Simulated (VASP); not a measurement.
Crystal: GaP.

```
Ga P
1.0
     0.00000    2.61638    2.61638
     2.61638    0.00000    2.61638
     2.61638    2.61638    0.00000
Ga P
1 1
Cartesian
  0.0000 0.0000 0.0000
  1.3082 1.3082 1.3082
```

This cell differs from its parent crystal: strain -4.0%.

Base run:

```yaml
Program: VASP 6.6.1
Functional: r2SCAN
Potentials_or_basis: VASP PAW PBE potentials, release 64 (Ga_d, P)
Cutoff: 520 eV
k_mesh: 6 × 6 × 6
Occupations: gaussian, width 0.01 eV
Spin: no spin polarisation
```

Its results: band gap on the k mesh 1.63 eV (least direct gap 3.44 eV).

The run is repeated on the same cell with these changes: functional from r2SCAN to HSE06; further incar settings from ALGO = Normal; EDIFF = 1e-08 to ALGO = Normal; EDIFF = 1e-06; NBANDS = 16. What comes out?

Band gap on the k mesh 2.01 eV (least direct gap 3.92 eV).

A k mesh can miss the band edges.
